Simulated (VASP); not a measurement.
# Si2Ni (Fm-3m) in VASP: a series of runs

The runs below take Si2Ni through single point, with PBE.

All numbers are computed with VASP 6.6.1; they aren't measurements. Logs are shortened: lines on timing, memory, paths and dates and some standing lists are left out, and cuts for length are marked.

### 1 The cell of the first run

The structure is cubic, space group Fm-3m (No. 225). The conventional cell has a = 5.406 Å, b = 5.406 Å, c = 5.406 Å, α = 90.00°, β = 90.00°, γ = 90.00°. Si (site symmetry -43m) has 4 Ni at 2.34 Å and 6 Si at 2.70 Å within 3.1 Å. Within 3.1 Å of Ni (site symmetry m-3m) lie 8 Si at 2.34 Å.

### 2 Single point, PBE, collinear spin, ferromagnetic start

Contents of INCAR:

```
SYSTEM = Si2Ni
  ALGO = Normal
  EDIFF = 1E-6
  ENCUT = 600
  GGA = PE
  GGA_COMPAT = .FALSE.
  ISIF = 2
  ISMEAR = 0
  ISPIN = 2
  LASPH = .TRUE.
  LCHARG = .FALSE.
  LMAXMIX = 4
  LORBIT = 11
  LREAL = .FALSE.
  LWAVE = .FALSE.
  MAGMOM = 0 0 1.5
  NBANDS = 20
  NELM = 200
  PREC = Accurate
  SIGMA = 0.2
```

Contents of KPOINTS:

```
k-points
0
G
  11 11 11
  0 0 0
```

Contents of POSCAR:

```
Si2Ni
1.0
    0.0000000000      2.7030000000      2.7030000000
    2.7030000000      0.0000000000      2.7030000000
    2.7030000000      2.7030000000      0.0000000000
Si Ni
2 1
Direct
    0.2500000000      0.2500000000      0.2500000000
    0.7500000000      0.7500000000      0.7500000000
    0.0000000000      0.0000000000      0.0000000000
```

Potentials or basis: VASP PAW PBE potentials, release 64 (Si, Ni).

Run with:

```console
$ cat potpaw_PBE.64/Si/POTCAR potpaw_PBE.64/Ni/POTCAR > POTCAR
$ mpirun -np 1 vasp_std > vasp.out
```

OUTCAR:

```text
SYSTEM = Si2Ni
   EDIFF = 1E-6
   ENCUT = 600
   GGA = PE
   ISIF = 2
   ISMEAR = 0
   ISPIN = 2
   LASPH = .TRUE.
   LORBIT = 11
   LREAL = .FALSE.
   NELM = 200
   PREC = Accurate

 ion  position               nearest neighbor table
   1  0.250  0.250  0.250-   3 2.34   3 2.34   3 2.34   3 2.34   2 2.70   2 2.70   2 2.70   2 2.70
                             2 2.70   2 2.70
   2  0.750  0.750  0.750-   3 2.34   3 2.34   3 2.34   3 2.34   1 2.70   1 2.70   1 2.70   1 2.70
                             1 2.70   1 2.70
   3  0.000  0.000  0.000-   2 2.34   1 2.34   2 2.34   1 2.34   2 2.34   2 2.34   1 2.34   1 2.34

  LATTYP: Found a face centered cubic cell.
 ALAT       =     5.4060000000

  Lattice vectors:

 A1 = (   0.0000000000,   2.7030000000,   2.7030000000)
 A2 = (   2.7030000000,   0.0000000000,   2.7030000000)
 A3 = (   2.7030000000,   2.7030000000,   0.0000000000)

Analysis of symmetry for initial positions (statically):
=====================================================================
 Subroutine PRICEL returns:
 Original cell was already a primitive cell.

 Routine SETGRP: Setting up the symmetry group for a
 face centered cubic supercell.

 Subroutine GETGRP returns: Found 48 space group operations
 (whereof 48 operations were pure point group operations)
 out of a pool of 48 trial point group operations.

The static configuration has the point symmetry O_h .

Analysis of symmetry for dynamics (positions and initial velocities):
=====================================================================
 Subroutine PRICEL returns:
 Original cell was already a primitive cell.

 Routine SETGRP: Setting up the symmetry group for a
 face centered cubic supercell.

 Subroutine GETGRP returns: Found 48 space group operations
 (whereof 48 operations were pure point group operations)
 out of a pool of 48 trial point group operations.

The dynamic configuration has the point symmetry O_h .

Analysis of structural, dynamic, and magnetic symmetry:
=====================================================================
 Subroutine PRICEL returns:
 Original cell was already a primitive cell.

 Routine SETGRP: Setting up the symmetry group for a
 face centered cubic supercell.

 Subroutine GETGRP returns: Found 48 space group operations
 (whereof 48 operations were pure point group operations)
 out of a pool of 48 trial point group operations.

The overall configuration has the point symmetry O_h .

 Subroutine INISYM returns: Found 48 space group operations
[... 124 lines left out ...]
   GGA     = PE    functional components
   LHFCALC =     F    Hartree Fock is set to
   AEXX    =    0.0000 exact exchange contribution
   IVDW    =     0    specifies the selected vdW correction
   LEPSILON=     F    determine dielectric tensor
   LRPA    =     F    only Hartree local field effects (RPA)
 spin polarized calculation
 Gauss-broadening in eV      SIGMA  =   0.20
  energy-cutoff  :      600.00
  volume of cell :       39.50
 maximum number of plane-waves:      1363
   NGX = 15   NGY = 15   NGZ = 15

 number of electron      18.0000004 magnetization       0.0003125

 number of electron      18.0000004 magnetization      -0.0001228

 Free energy of the ion-electron system (eV)
  ---------------------------------------------------
  ext. energy  EPLUGINS =         0.00000000
  ---------------------------------------------------
  free energy    TOTEN  =       -17.36843408 eV

  energy without entropy =      -17.35109259  energy(sigma->0) =      -17.35976334

 E-fermi :  10.4317     XC(G=0): -11.5868

 val. band max:       10.3857639134   @ k =  -0.4545   0.4545   0.0909
 cond. band min:      10.4360223509   @ k =   0.2727   0.1818   0.0000
 fundamental gap:      0.0502584375
 Fermi energy:        10.4317234985

 spin component 1

 k-point     1 :       0.0000    0.0000    0.0000
  band No.  band energies     occupation
      1      -3.3991      1.00000
      2       5.2474      1.00000
      3       5.2474      1.00000
      4       5.2474      1.00000
      5       6.9373      1.00000
      6       6.9373      1.00000
[... 541 lines left out ...]
     19      23.4997      0.00000
     20      25.0920      0.00000

 [... further k-points ...]

 spin component 2

 k-point     1 :       0.0000    0.0000    0.0000
  band No.  band energies     occupation
      1      -3.3992      1.00000
      2       5.2474      1.00000
      3       5.2474      1.00000
      4       5.2474      1.00000
      5       6.9374      1.00000
      6       6.9374      1.00000
[... 541 lines left out ...]
     19      23.4996      0.00000
     20      25.0919      0.00000

 [... further k-points ...]

------------------------ aborting loop because EDIFF is reached ----------------------------------------

  FORCE on cell =-STRESS in cart. coord.  units (eV):
  Direction    XX          YY          ZZ          XY          YZ          ZX
  --------------------------------------------------------------------------------------
  -------------------------------------------------------------------------------------
  Total        0.7656783      0.7656783      0.7656783      0.0000000      0.0000000     -0.0000000
  in kB       31.0590938     31.0590938     31.0590938      0.0000000      0.0000000     -0.0000000
  external PRESSURE =      31.0590938 kB  Pullay stress =       0.0000000 kB

 VOLUME and BASIS-vectors are now :
 -----------------------------------------------------------------------------
  energy-cutoff  :      600.00
  volume of cell :       39.50
      direct lattice vectors                 reciprocal lattice vectors
     0.000000000  2.703000000  2.703000000    -0.184979652  0.184979652  0.184979652
     2.703000000  0.000000000  2.703000000     0.184979652 -0.184979652  0.184979652
     2.703000000  2.703000000  0.000000000     0.184979652  0.184979652 -0.184979652

 POSITION                                       TOTAL-FORCE (eV/Angst)
 -----------------------------------------------------------------------------------
      1.35150      1.35150      1.35150        -0.000000     -0.000000      0.000000
      4.05450      4.05450      4.05450         0.000000      0.000000     -0.000000
      0.00000      0.00000      0.00000        -0.000000      0.000000     -0.000000
 -----------------------------------------------------------------------------------
    total drift:                                0.000000     -0.000000      0.000000

  FREE ENERGIE OF THE ION-ELECTRON SYSTEM (eV)
  ---------------------------------------------------
  free  energy   TOTEN  =       -17.3684340822 eV

  energy  without entropy=      -17.3510925904  energy(sigma->0) =      -17.35976334

 total charge

# of ion       s       p       d       tot
------------------------------------------
    1        0.740   0.845   0.000   1.585
    2        0.740   0.845   0.000   1.585
    3        0.559   0.801   8.448   9.808
--------------------------------------------------
tot          2.040   2.491   8.448  12.979

 magnetization (x)

# of ion       s       p       d       tot
------------------------------------------
    1       -0.000  -0.000   0.000  -0.000
    2       -0.000  -0.000   0.000  -0.000
    3       -0.000  -0.000   0.000   0.000
--------------------------------------------------
tot         -0.000  -0.000   0.000  -0.000
```

OSZICAR:

```text
N       E                     dE             d eps       ncg     rms          rms(c)
DAV:   1     0.813362595703E+02    0.81336E+02   -0.78304E+03  4496   0.100E+03
DAV:   2    -0.133620200777E+02   -0.94698E+02   -0.84648E+02  4684   0.217E+02
DAV:   3    -0.190370287149E+02   -0.56750E+01   -0.55187E+01  5352   0.535E+01
DAV:   4    -0.191284864175E+02   -0.91458E-01   -0.91264E-01  5296   0.602E+00
DAV:   5    -0.191303695515E+02   -0.18831E-02   -0.18829E-02  5308   0.960E-01    0.179E+01
DAV:   6    -0.241185916997E+02   -0.49882E+01   -0.30375E+01  5080   0.119E+02    0.245E+01
DAV:   7    -0.174936410536E+02    0.66250E+01   -0.93431E+00  5692   0.739E+01    0.350E+00
DAV:   8    -0.174127917668E+02    0.80849E-01   -0.10804E+00  6052   0.151E+01    0.265E+00
DAV:   9    -0.173709048298E+02    0.41887E-01   -0.20864E-01  5532   0.753E+00    0.650E-01
DAV:  10    -0.173683000535E+02    0.26048E-02   -0.90281E-03  6448   0.160E+00    0.306E-01
DAV:  11    -0.173683868289E+02   -0.86775E-04   -0.11947E-03  6220   0.379E-01    0.166E-01
DAV:  12    -0.173684259366E+02   -0.39108E-04   -0.11543E-04  5588   0.134E-01    0.529E-02
DAV:  13    -0.173684320278E+02   -0.60912E-05   -0.18359E-05  5200   0.548E-02    0.168E-02
DAV:  14    -0.173684341054E+02   -0.20776E-05   -0.59432E-06  5100   0.362E-02    0.876E-03
DAV:  15    -0.173684340822E+02    0.23189E-07   -0.11667E-06  4608   0.854E-03
   1 F= -.17368434E+02 E0= -.17359763E+02  d E =-.173415E-01  mag=     0.0000
```

It took 72 s on 1 thread of Intel Xeon Platinum 8488C (Sapphire Rapids), shared host; peak memory 0.25 GiB.

Results:

```
Free energy                                           : -17.3684 eV
Pressure                                              : 3.1 GPa
Band gap on the k mesh                                : zero (filled and empty bands overlap)
Net moment                                            : 0.00 μB per cell
Valence electrons inside the program's atomic spheres : Si 1.58; Ni 9.81
```

Caveat: the cell stands under pressure; the moments typed at the start vanished in this run.

### 3 Single point, PBE, collinear spin, ferromagnetic start

Contents of INCAR:

```
SYSTEM = Si2Ni
ALGO = Normal
EDIFF = 1E-6
ENCUT = 600
GGA = PE
GGA_COMPAT = .False.
ISIF = 2
ISMEAR = 0
ISPIN = 2
LASPH = .True.
LCHARG = .True.
LELF = .True.
LMAXMIX = 4
LORBIT = 11
LREAL = .False.
LVHAR = .True.
LWAVE = .False.
MAGMOM = 0 0 1.5
NBANDS = 20
NELM = 200
PREC = Accurate
SIGMA = 0.1
```

Contents of KPOINTS:

```
k-points
0
Gamma
  11 11 11
  0 0 0
```

POSCAR is that of step 2.

Potentials or basis: VASP PAW PBE potentials, release 64 (Si, Ni).

Run with:

```console
$ cat potpaw_PBE.64/Si/POTCAR potpaw_PBE.64/Ni/POTCAR > POTCAR
$ mpirun -np 1 vasp_std > vasp.out
```

Run time: 89 s. Hardware: 1 thread of Intel Xeon Platinum 8488C (Sapphire Rapids), shared host; peak memory 0.25 GiB.

Results (log left out):

- Free energy: -17.3618 eV
- Pressure: 3.1 GPa
- Band gap on the k mesh: zero (filled and empty bands overlap)
- Net moment: 0.00 μB per cell
- Valence electrons inside the program's atomic spheres: Si 1.58; Ni 9.81

Levels at points of the mesh, in eV from the Fermi level:
Spin up:
```tsv
k point	band 7	band 8	band 9	band 10	band 11	band 12
(0.00, 0.00, 0.00)	-0.29	1.70	1.70	1.70	2.29	2.29
```
Spin down:
| k point | band 7 | band 8 | band 9 | band 10 | band 11 | band 12 |
| --- | --- | --- | --- | --- | --- | --- |
| (0.00, 0.00, 0.00) | -0.29 | 1.70 | 1.70 | 1.70 | 2.29 | 2.29 |

Caveat: the cell stands under pressure; the moments typed at the start vanished in this run.

The gap in the log of VASP goes by the Fermi energy; the results here count the filled bands.